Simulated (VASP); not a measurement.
Here is a VASP 6.6.1 calculation.

INCAR

```
PREC = Accurate ; ENCUT = 520
EDIFF = 1E-6 ; ISMEAR = 0
SIGMA = 0.1 ; LREAL = False
LASPH = True ; NELM = 80
ALGO = Fast ; ISIF = 2
LWAVE = False ; LCHARG = False
LDIPOL = True ; IDIPOL = 3
DIPOL = 0.5 0.5 0.500 ; GGA = PE
NBANDS = 36
```

The input KPOINTS:

```
Automatic mesh
0
Gamma
  13 13 1
```

Contents of POSCAR:

```
Ta
1.0
    2.8743851013      0.0000000000      0.0000000000
   -0.9581283671      2.7099962625      0.0000000000
    0.0000000000      0.0000000000     24.3877024301
Ta
5
Direct
    0.5000000000      0.5000000000      0.3075320450
    0.0000000000      0.0000000000      0.4037660225
    0.5000000000      0.5000000000      0.5000000000
    0.0000000000      0.0000000000      0.5962339775
    0.5000000000      0.5000000000      0.6924679550
```

Potentials or basis: VASP PAW PBE potentials, release 64 (Ta_pv).

Launch:

```console
$ cat potpaw_PBE.64/Ta_pv/POTCAR > POTCAR
$ mpirun -np 1 vasp_std > vasp.out
```

Problem. Predict the band gap on the k mesh.

Solution. Zero (an odd number of electrons rules out a gap without spin polarisation).

Problem. Predict the largest force.

Solution. 0.520 eV/Å.

Forces on the atoms (eV/Å):
```
Ta   0.000  0.000  0.520
Ta   0.000  0.000 -0.419
Ta   0.000  0.000  0.000
Ta   0.000  0.000  0.419
Ta   0.000  0.000 -0.520
```

Caveat: spin-orbit coupling is left out, which moves the levels of the heavy elements.
